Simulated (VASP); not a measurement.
# SbMo (rocksalt type) (Fm-3m) in VASP: a series of runs

The runs below take SbMo (rocksalt type) through single point, with LDA.

Everything below comes from runs of VASP 6.6.1. Logs are shortened: lines on timing, memory, paths and dates and some standing lists are left out, and cuts for length are marked.

### Step 1. The cell of the first run

It takes space group Fm-3m (No. 225, cubic). Conventional cell: a = 4.570 Å, b = 4.570 Å, c = 4.570 Å, α = 90.00°, β = 90.00°, γ = 90.00°. Within 3.0 Å of Mo (site symmetry m-3m) lie 6 Sb at 2.28 Å. Within 3.0 Å of Sb (site symmetry m-3m) lie 6 Mo at 2.28 Å.

### Step 2. Single point, LDA (volume scaled by 0.6)

File INCAR:

```
SYSTEM = SbMo
PREC     = Accurate       ! precision mode
ENCUT    = 520            ! plane-wave cutoff, eV
EDIFF    = 1E-6           ! SCF threshold, eV
ISMEAR   = -1             ! smearing method
SIGMA    = 0.1            ! smearing width, eV
LREAL    = .False.        ! projectors in reciprocal space
LASPH    = .True.         ! aspherical terms in the spheres
NELM     = 80             ! most SCF steps
ALGO     = Normal         ! electronic algorithm
ISIF     = 2              ! what is computed and relaxed
LWAVE    = .False.        ! write WAVECAR
LCHARG   = .False.        ! write CHGCAR
NBANDS   = 16             ! bands
```

File KPOINTS:

```
Automatic mesh
0
Gamma
  13 13 13
  0 0 0
```

File POSCAR:

```
SbMo
1.0
    0.0000000000      2.2847616820      2.2847616820
    2.2847616820      0.0000000000      2.2847616820
    2.2847616820      2.2847616820      0.0000000000
Mo Sb
1 1
Direct
    0.0000000000      0.0000000000      0.0000000000
    0.5000000000      0.5000000000      0.5000000000
```

Potentials or basis: VASP PAW LDA potentials, release 64 (Mo_sv, Sb).

Run with:

```console
$ cat potpaw_LDA.64/Mo_sv/POTCAR potpaw_LDA.64/Sb/POTCAR > POTCAR
$ mpirun -np 1 vasp_std > vasp.out
```

OUTCAR:

```text
SYSTEM = SbMo
   PREC = Accurate
   ENCUT = 520
   EDIFF = 1E-6
   ISMEAR = -1
   LREAL = .False.
   LASPH = .True.
   NELM = 80
   ISIF = 2

 ion  position               nearest neighbor table
   1  0.000  0.000  0.000-   2 2.28   2 2.28   2 2.28   2 2.28   2 2.28   2 2.28
   2  0.500  0.500  0.500-   1 2.28   1 2.28   1 2.28   1 2.28   1 2.28   1 2.28

  LATTYP: Found a face centered cubic cell.
 ALAT       =     4.5695233640

  Lattice vectors:

 A1 = (   0.0000000000,   2.2847616820,   2.2847616820)
 A2 = (   2.2847616820,   0.0000000000,   2.2847616820)
 A3 = (   2.2847616820,   2.2847616820,   0.0000000000)

Analysis of symmetry for initial positions (statically):
=====================================================================
 Subroutine PRICEL returns:
 Original cell was already a primitive cell.

 Routine SETGRP: Setting up the symmetry group for a
 face centered cubic supercell.

 Subroutine GETGRP returns: Found 48 space group operations
 (whereof 48 operations were pure point group operations)
 out of a pool of 48 trial point group operations.

The static configuration has the point symmetry O_h .

Analysis of symmetry for dynamics (positions and initial velocities):
=====================================================================
 Subroutine PRICEL returns:
 Original cell was already a primitive cell.

 Routine SETGRP: Setting up the symmetry group for a
 face centered cubic supercell.

 Subroutine GETGRP returns: Found 48 space group operations
 (whereof 48 operations were pure point group operations)
 out of a pool of 48 trial point group operations.

The dynamic configuration has the point symmetry O_h .

 Subroutine INISYM returns: Found 48 space group operations
 (whereof 48 operations are pure point group operations),
 and found     1 'primitive' translations

----------------------------------------------------------------------------------------

                                     Primitive cell

  volume of cell :      23.8535

  direct lattice vectors                    reciprocal lattice vectors
     0.000000000  2.284761682  2.284761682    -0.218841205  0.218841205  0.218841205
     2.284761682  0.000000000  2.284761682     0.218841205 -0.218841205  0.218841205
     2.284761682  2.284761682  0.000000000     0.218841205  0.218841205 -0.218841205

  length of vectors
     3.231140957  3.231140957  3.231140957     0.379044086  0.379044086  0.379044086

  position of ions in fractional coordinates (direct lattice)
     0.000000000  0.000000000  0.000000000
     0.500000000  0.500000000  0.500000000

  ion indices of the primitive-cell ions
   primitive index   ion index
                 1           1
                 2           2

----------------------------------------------------------------------------------------

 KPOINTS: Automatic mesh

Automatic generation of k-mesh.
 Grid dimensions read from file:
 generate k-points for:   13   13   13

 Generating k-lattice:

  Cartesian coordinates                     Fractional coordinates (reciprocal lattice)
    -0.016833939  0.016833939  0.016833939     0.076923077  0.000000000  0.000000000
     0.016833939 -0.016833939  0.016833939     0.000000000  0.076923077  0.000000000
     0.016833939  0.016833939 -0.016833939     0.000000000  0.000000000  0.076923077

  Length of vectors
     0.029157237  0.029157237  0.029157237

  Shift w.r.t. Gamma in fractional coordinates (k-lattice)
     0.000000000  0.000000000  0.000000000

 Subroutine IBZKPT returns following result:
 ===========================================

 Found     84 irreducible k-points:

 Following reciprocal coordinates:
            Coordinates               Weight
  0.000000  0.000000  0.000000      1.000000
  0.076923  0.000000  0.000000      8.000000
  0.153846  0.000000  0.000000      8.000000
  0.230769  0.000000  0.000000      8.000000
  0.307692  0.000000  0.000000      8.000000
  0.384615  0.000000  0.000000      8.000000
[... 16 lines left out ...]
  0.384615  0.153846  0.000000     24.000000
  0.461538  0.153846  0.000000     24.000000
 [... further k-points ...]
   k-points           NKPTS =     84   k-points in BZ     NKDIM =     84   number of bands    NBANDS=     16
   number of dos      NEDOS =    301   number of ions     NIONS =      2
   total plane-waves  NPLWV =  13824
   dimension x,y,z NGX =    24 NGY =   24 NGZ =   24
   dimension x,y,z NGXF=    48 NGYF=   48 NGZF=   48
   ions per type =               1   1
   NGX,Y,Z   is equivalent  to a cutoff of  12.35, 12.35, 12.35 a.u.
   NGXF,Y,Z  is equivalent  to a cutoff of  24.70, 24.70, 24.70 a.u.
 SYSTEM =  SbMo
   PREC   = accura    normal or accurate (medium, high low for compatibility)
   ISTART =      0    job   : 0-new  1-cont  2-samecut
   ICHARG =      2    charge: 1-file 2-atom 10-const
   ISPIN  =      1    spin polarized calculation?
   LNONCOLLINEAR =      F non collinear calculations
   LSORBIT =      F    spin-orbit coupling
   LASPH  =      T    aspherical Exc in radial PAW
   ENCUT  =  520.0 eV  38.22 Ry    6.18 a.u.   6.01  6.01  6.01*2*pi/ulx,y,z
   NELM   =     80;   NELMIN=  2; NELMDL= -5     # of ELM steps
   EDIFF  = 0.1E-05   stopping-criterion for ELM
   LREAL  =      F    real-space projection
   EDIFFG = 0.1E-04   stopping-criterion for IOM
   NSW    =      0    number of steps for IOM
   IBRION =     -1    ionic relax: 0-MD 1-quasi-New 2-CG
   NFREE  =      0    steps in history (QN), initial steepest desc. (CG)
   ISIF   =      2    stress and relaxation
   ISYM   =      2    0-nonsym 1-usesym 2-fastsym
   POTIM  = 0.5000    time-step for ionic-motion
   TEBEG  =    0.0;   TEEND  =   0.0 temperature during run
   PSTRESS=    0.0 pullay stress
   NELECT =      19.0000    total number of electrons
   NUPDOWN=      -1.0000    fix difference up-down
   EMIN   =  10.00;   EMAX   =-10.00  energy-range for DOS
   EFERMI =   0.00;   METHOD = LEGACY
   ISMEAR =    -1;   SIGMA  =   0.10  broadening in eV -4-tet -1-fermi 0-gaus
   EFERMI_NEDOS =   21; number of points for ismear=-14 and -15
   IALGO  =     38    algorithm
   IMIX   =      4    mixing-type and parameters
     AMIX     =   0.40;   BMIX     =  1.00
     AMIX_MAG =   1.60;   BMIX_MAG =  1.00
  volume/ion in A,a.u.               =      11.93        80.49
[... 30 lines left out ...]
 Fermi energy:        20.1554566873

 k-point     1 :       0.0000    0.0000    0.0000
  band No.  band energies     occupation
      1     -40.0915      2.00000
      2     -14.6491      2.00000
      3     -14.6491      2.00000
      4     -14.6491      2.00000
      5       4.3264      2.00000
      6      17.0849      2.00000
[... 8 lines left out ...]
     15      35.4608      0.00000
     16      36.2804      0.00000

 k-point     2 :       0.0769    0.0000    0.0000
  band No.  band energies     occupation
      1     -40.0869      2.00000
      2     -14.6905      2.00000
      3     -14.6422      2.00000
      4     -14.6422      2.00000
      5       4.5135      2.00000
      6      16.7297      2.00000
[... 8 lines left out ...]
     15      34.8900      0.00000
     16      35.7145      0.00000

 k-point     3 :       0.1538    0.0000    0.0000
  band No.  band energies     occupation
      1     -40.0744      2.00000
      2     -14.8033      2.00000
      3     -14.6231      2.00000
      4     -14.6231      2.00000
      5       5.0570      2.00000
      6      15.8344      2.00000
[... 8 lines left out ...]
     15      32.9796      0.00000
     16      34.3269      0.00000

 k-point     4 :       0.2308    0.0000    0.0000
  band No.  band energies     occupation
      1     -40.0567      2.00000
      2     -14.9580      2.00000
      3     -14.5958      2.00000
      4     -14.5958      2.00000
      5       5.9074      2.00000
      6      14.6748      2.00000
[... 8 lines left out ...]
     15      31.5014      0.00000
     16      32.6784      0.00000

 k-point     5 :       0.3077    0.0000    0.0000
  band No.  band energies     occupation
      1     -40.0378      2.00000
      2     -15.1169      2.00000
      3     -14.5667      2.00000
      4     -14.5667      2.00000
      5       6.9925      2.00000
      6      13.4209      2.00000
[... 8 lines left out ...]
     15      31.2186      0.00000
     16      31.2186      0.00000

 k-point     6 :       0.3846    0.0000    0.0000
  band No.  band energies     occupation
      1     -40.0221      2.00000
      2     -15.2449      2.00000
      3     -14.5423      2.00000
      4     -14.5423      2.00000
      5       8.2282      2.00000
      6      12.1410      2.00000
[... 8 lines left out ...]
     15      31.6024      0.00000
     16      31.6024      0.00000

 k-point     7 :       0.4615    0.0000    0.0000
  band No.  band energies     occupation
      1     -40.0132      2.00000
      2     -15.3157      2.00000
      3     -14.5284      2.00000
      4     -14.5284      2.00000
      5       9.5323      2.00000
      6      10.8458      2.00000
[... 8 lines left out ...]
     15      32.7469      0.00000
     16      32.7469      0.00000

 k-point     8 :       0.0769    0.0769    0.0000
  band No.  band energies     occupation
      1     -40.0853      2.00000
      2     -14.6655      2.00000
      3     -14.6600      2.00000
      4     -14.6600      2.00000
      5       4.5741      2.00000
      6      16.8279      2.00000
[... 8 lines left out ...]
     15      35.1431      0.00000
     16      35.1431      0.00000

 k-point     9 :       0.1538    0.0769    0.0000
  band No.  band energies     occupation
      1     -40.0751      2.00000
      2     -14.7554      2.00000
      3     -14.6630      2.00000
      4     -14.6299      2.00000
      5       4.9931      2.00000
      6      16.1400      2.00000
[... 8 lines left out ...]
     15      33.3596      0.00000
     16      34.1379      0.00000
[... 172 lines left out ...]
 k-point    19 :      -0.0769    0.0769    0.0000
  band No.  band energies     occupation
      1     -40.0796      2.00000
      2     -14.7347      2.00000
      3     -14.6713      2.00000
      4     -14.6136      2.00000
      5       4.8178      2.00000
      6      16.3518      2.00000
[... 8 lines left out ...]
     15      33.5831      0.00000
     16      34.7738      0.00000

 k-point    20 :       0.1538    0.1538    0.0000
  band No.  band energies     occupation
      1     -40.0667      2.00000
      2     -14.7210      2.00000
      3     -14.6913      2.00000
      4     -14.6913      2.00000
      5       5.2672      2.00000
      6      15.6677      2.00000
[... 8 lines left out ...]
     15      33.4303      0.00000
     16      33.6978      0.00000

 k-point    21 :       0.2308    0.1538    0.0000
  band No.  band energies     occupation
      1     -40.0512      2.00000
      2     -14.8382      2.00000
      3     -14.7016      2.00000
      4     -14.6602      2.00000
      5       5.8454      2.00000
      6      14.6356      2.00000
[... 8 lines left out ...]
     15      31.7392      0.00000
     16      32.9348      0.00000

 k-point    22 :       0.3077    0.1538    0.0000
  band No.  band energies     occupation
      1     -40.0322      2.00000
      2     -14.9889      2.00000
      3     -14.6916      2.00000
      4     -14.6326      2.00000
      5       6.6646      2.00000
      6      13.6279      2.00000
[... 8 lines left out ...]
     15      31.1581      0.00000
     16      32.1351      0.00000

 k-point    23 :       0.3846    0.1538    0.0000
  band No.  band energies     occupation
      1     -40.0139      2.00000
      2     -15.1283      2.00000
      3     -14.6634      2.00000
      4     -14.6247      2.00000
      5       7.6400      2.00000
      6      12.6646      2.00000
[... 8 lines left out ...]
     15      31.8799      0.00000
     16      31.9259      0.00000

 k-point    24 :       0.4615    0.1538    0.0000
  band No.  band energies     occupation
      1     -40.0006      2.00000
      2     -15.2271      2.00000
      3     -14.6377      2.00000
      4     -14.6233      2.00000
      5       8.6682      2.00000
      6      11.7285      2.00000
[... 8 lines left out ...]
     15      32.3515      0.00000
     16      33.4308      0.00000

 [... further k-points ...]
[... 5 lines left out ...]
  --------------------------------------------------------------------------------------
  -------------------------------------------------------------------------------------
  Total       34.2894537     34.2894537     34.2894537      0.0000000      0.0000000      0.0000000
  in kB     2303.1298945   2303.1298945   2303.1298945      0.0000000      0.0000000      0.0000000
  external PRESSURE =    2303.1298945 kB  Pullay stress =       0.0000000 kB

 VOLUME and BASIS-vectors are now :
 -----------------------------------------------------------------------------
  energy-cutoff  :      520.00
  volume of cell :       23.85
      direct lattice vectors                 reciprocal lattice vectors
     0.000000000  2.284761682  2.284761682    -0.218841205  0.218841205  0.218841205
     2.284761682  0.000000000  2.284761682     0.218841205 -0.218841205  0.218841205
     2.284761682  2.284761682  0.000000000     0.218841205  0.218841205 -0.218841205

 POSITION                                       TOTAL-FORCE (eV/Angst)
 -----------------------------------------------------------------------------------
      0.00000      0.00000      0.00000         0.000000      0.000000     -0.000000
      2.28476      2.28476      2.28476        -0.000000     -0.000000      0.000000
 -----------------------------------------------------------------------------------
    total drift:                                0.000000     -0.000000     -0.000000

  FREE ENERGIE OF THE ION-ELECTRON SYSTEM (eV)
  ---------------------------------------------------
  free  energy   TOTEN  =        -8.1904569078 eV

  energy  without entropy=       -8.1402203198  energy(sigma->0) =       -8.16533861
```

Run time: 27 s. Hardware: 1 thread of Intel Xeon 8259CL, shared host; peak memory 0.15 GiB.

What came out:

| Item | Value |
| --- | --- |
| Free energy | -8.1905 eV |
| Pressure | 230.3 GPa |

Levels at points of the mesh, in eV from the Fermi level:
```csv
k point,band 8,band 9,band 10,band 11,band 12,band 13
"(0.00, 0.00, 0.00)",-3.07,-1.21,-1.21,3.50,3.50,3.50
```

Caveat: spin-orbit coupling is left out, which moves the levels of the heavy elements.

### Step 3. Single point, LDA (volume scaled by 0.7)

File INCAR:

```
PREC = Accurate
ENCUT = 520
EDIFF = 1E-6
ISMEAR = -1
SIGMA = 0.1
LREAL = F
LASPH = T
NELM = 60
ALGO = Normal
ISIF = 2
LWAVE = F
LCHARG = F
NBANDS = 16
```

File KPOINTS:

```
regular mesh
0
Gamma
  13 13 13
```

File POSCAR:

```
SbMo
1.0
    0.0000000000      2.4052293964      2.4052293964
    2.4052293964      0.0000000000      2.4052293964
    2.4052293964      2.4052293964      0.0000000000
Mo Sb
1 1
Direct
    0.0000000000      0.0000000000      0.0000000000
    0.5000000000      0.5000000000      0.5000000000
```

Potentials or basis: VASP PAW LDA potentials, release 64 (Mo_sv, Sb).

Run with:

```console
$ cat potpaw_LDA.64/Mo_sv/POTCAR potpaw_LDA.64/Sb/POTCAR > POTCAR
$ mpirun -np 1 vasp_std > vasp.out
```

Run time: 56 s. Hardware: 1 thread of Intel Xeon 8259CL, shared host; peak memory 0.17 GiB.

Results (log left out):

```yaml
Free_energy: -12.3272 eV
Pressure: 115.4 GPa
```

Levels at points of the mesh, in eV from the Fermi level:
| k point | band 6 | band 7 | band 8 | band 9 | band 10 | band 11 | band 12 | band 13 | band 14 | band 15 |
| --- | --- | --- | --- | --- | --- | --- | --- | --- | --- | --- |
| (0.00, 0.00, 0.00) | -2.52 | -2.52 | -2.52 | -1.22 | -1.22 | 2.63 | 2.63 | 2.63 | 5.81 | 12.55 |

Caveat: spin-orbit coupling is left out, which moves the levels of the heavy elements.

### Step 4. Single point, LDA (volume scaled by 0.7)

File INCAR:

```
PREC = Accurate
ENCUT = 520
EDIFF = 1E-6
ISMEAR = -1
SIGMA = 0.1
LREAL = False
LASPH = True
NELM = 60
ALGO = Normal
ISIF = 2
LWAVE = False
LCHARG = True
GGA = CA
LELF = True
LVHAR = True
NBANDS = 16
```

KPOINTS is that of step 3.

POSCAR is that of step 3.

Run with:

```console
$ cat potpaw_LDA.64/Mo_sv/POTCAR potpaw_LDA.64/Sb/POTCAR > POTCAR
$ mpirun -np 1 vasp_std > vasp.out
```

Wall time 58 s (1 thread of Intel Xeon 8259CL, shared host); peak memory 0.17 GiB.

It converged, with:

| Item | Value |
| --- | --- |
| Free energy | -12.3272 eV |
| Pressure | 115.4 GPa |

Levels at points of the mesh, in eV from the Fermi level:
| k point | band 8 | band 9 | band 10 | band 11 | band 12 | band 13 |
| --- | --- | --- | --- | --- | --- | --- |
| (0.00, 0.00, 0.00) | -2.52 | -1.22 | -1.22 | 2.63 | 2.63 | 2.63 |

Caveat: spin-orbit coupling is left out, which moves the levels of the heavy elements.

### Step 5. Single point, LDA (volume scaled by 0.7)

File INCAR:

```
SYSTEM = SbMo
  PREC = Accurate
  ENCUT = 520
  EDIFF = 1E-7
  ISMEAR = -1
  SIGMA = 0.1
  LREAL = .False.
  LASPH = .True.
  NELM = 60
  ALGO = Normal
  ISIF = 2
  LWAVE = .False.
  LCHARG = .True.
  LELF = .True.
  LVHAR = .True.
  NBANDS = 16
```

File KPOINTS:

```
Automatic mesh
0
Gamma
  13 13 13
  0 0 0
```

POSCAR is that of step 4.

Run with:

```console
$ cat potpaw_LDA.64/Mo_sv/POTCAR potpaw_LDA.64/Sb/POTCAR > POTCAR
$ mpirun -np 1 vasp_std > vasp.out
```

Run time: 64 s. Hardware: 1 thread of Intel Xeon 8259CL, shared host; peak memory 0.17 GiB.

Results (log left out):

```yaml
Free_energy: -12.3272 eV
Pressure: 115.4 GPa
```

Levels at points of the mesh, in eV from the Fermi level:
| k point | band 8 | band 9 | band 10 | band 11 | band 12 | band 13 |
| --- | --- | --- | --- | --- | --- | --- |
| (0.00, 0.00, 0.00) | -2.52 | -1.22 | -1.22 | 2.63 | 2.63 | 2.63 |

Caveat: spin-orbit coupling is left out, which moves the levels of the heavy elements.

### Step 6. Single point, LDA (volume scaled by 0.9)

File INCAR:

```
PREC = Accurate
ENCUT = 520
EDIFF = 1E-6
ISMEAR = -1
SIGMA = 0.1
LREAL = F
LASPH = T
NELM = 100
ALGO = Normal
ISIF = 2
LWAVE = F
LCHARG = F
GGA = CA
NBANDS = 16
```

File KPOINTS:

```
regular mesh
0
Gamma
  13 13 13
```

File POSCAR:

```
SbMo
1.0
    0.0000000000      2.6153992382      2.6153992382
    2.6153992382      0.0000000000      2.6153992382
    2.6153992382      2.6153992382      0.0000000000
Mo Sb
1 1
Direct
    0.0000000000      0.0000000000      0.0000000000
    0.5000000000      0.5000000000      0.5000000000
```

Potentials or basis: VASP PAW LDA potentials, release 64 (Mo_sv, Sb).

Run with:

```console
$ cat potpaw_LDA.64/Mo_sv/POTCAR potpaw_LDA.64/Sb/POTCAR > POTCAR
$ mpirun -np 1 vasp_std > vasp.out
```

It took 61 s on 1 thread of Intel Xeon 8259CL, shared host; peak memory 0.17 GiB.

It converged, with:

```yaml
Free_energy: -15.2352 eV
Pressure: 19.9 GPa
```

Levels at points of the mesh, in eV from the Fermi level:
| k point | band 7 | band 8 | band 9 | band 10 | band 11 | band 12 | band 13 | band 14 |
| --- | --- | --- | --- | --- | --- | --- | --- | --- |
| (0.00, 0.00, 0.00) | -1.78 | -1.78 | -1.10 | -1.10 | 1.58 | 1.58 | 1.58 | 6.73 |

Caveat: spin-orbit coupling is left out, which moves the levels of the heavy elements.

### Step 7. The runs side by side

```csv
cell,gap on the mesh (eV),pressure (GPa)
"a = 3.231 Å, angles 60.0°, 2 atoms",none,230.3
"a = 3.402 Å, angles 60.0°, 2 atoms",none,115.4
"a = 3.699 Å, angles 60.0°, 2 atoms",none,19.9
```

Alike in all rows: task single point; level LDA; potentials or basis VASP PAW LDA potentials, release 64 (Mo_sv, Sb); no spin polarisation; k mesh 13 × 13 × 13; cutoff (eV) 520; smearing fermi-dirac 0.1 eV.

Caveats: spin-orbit coupling is left out, which moves the levels of the heavy elements.

Total energies depend on the potentials used, so only differences within one code and one set of settings carry meaning.
